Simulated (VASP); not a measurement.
Here is a VASP 6.6.1 calculation.

Contents of POSCAR:

```
SiO2
1.0
    4.9100645334      0.0000000000      0.0000000000
    0.0000000000      4.9100645334      0.0000000000
    0.0000000000      0.0000000000      6.7724999981
Si O
4 8
Direct
    0.8101542736      0.8101542736      0.5000000000
    0.6898457264      0.3101542736      0.2500000000
    0.3101542736      0.6898457264      0.7500000000
    0.1898457264      0.1898457264      0.0000000000
    0.7650241477      0.1242406269      0.4388056239
    0.8757593731      0.2349758523      0.0611943761
    0.1242406269      0.7650241477      0.5611943761
    0.2650241477      0.3757593731      0.8111943761
    0.2349758523      0.8757593731      0.9388056239
    0.7349758523      0.6242406269      0.3111943761
    0.3757593731      0.2650241477      0.1888056239
    0.6242406269      0.7349758523      0.6888056239
```

INCAR.step1

```
SYSTEM = SiO2
ALGO = Normal
EDIFF = 1E-4
ENCUT = 520
GGA = PE
ISMEAR = -1
LASPH = .TRUE.
LCHARG = .FALSE.
LREAL = .FALSE.
LWAVE = .TRUE.
NBANDS = 44
NELM = 60
PREC = Accurate
SIGMA = 0.05
```

File INCAR.step2:

```
SYSTEM = SiO2
ALGO = Normal
EDIFF = 1E-7
ENCUT = 520
ISIF = 2
ISMEAR = -1
ISTART = 1
IVDW = 12
LASPH = .TRUE.
LCHARG = .TRUE.
LELF = .TRUE.
LMIXTAU = .TRUE.
LREAL = .FALSE.
LVHAR = .TRUE.
LWAVE = .FALSE.
METAGGA = R2SCAN
NBANDS = 44
NELM = 60
PREC = Accurate
SIGMA = 0.05
VDW_A1 = 0.49484001
VDW_A2 = 5.73083694
VDW_S6 = 1.0
VDW_S8 = 0.78981345
```

Contents of KPOINTS:

```
k-points
0
G
  6 6 4
  0 0 0
```

Potentials or basis: VASP PAW PBE potentials, release 64 (Si, O).

Command:

```sh
$ cat potpaw_PBE.64/Si/POTCAR potpaw_PBE.64/O/POTCAR > POTCAR
$ cp INCAR.step1 INCAR
$ mpirun -np 1 vasp_std > vasp.out
$ cp INCAR.step2 INCAR
$ mpirun -np 1 vasp_std > vasp.out
```

Estimate the pressure.

0.2 GPa.

What does it give for the largest force?

0.030 eV/Å.

What does it give for the dispersion energy per atom?

-0.064 eV.

Forces on the atoms (eV/Å):
```
Si   0.021  0.021  0.000
Si  -0.021  0.021  0.000
Si   0.021 -0.021  0.000
Si  -0.021 -0.021  0.000
O    0.001  0.004 -0.001
O   -0.004 -0.001  0.001
O    0.004  0.001  0.001
O    0.001 -0.004  0.001
O   -0.001 -0.004 -0.001
O   -0.001  0.004  0.001
O   -0.004  0.001 -0.001
O    0.004 -0.001 -0.001
```

Caveat: the PAW data sets were made with another functional, which shifts forces and pressure a little.
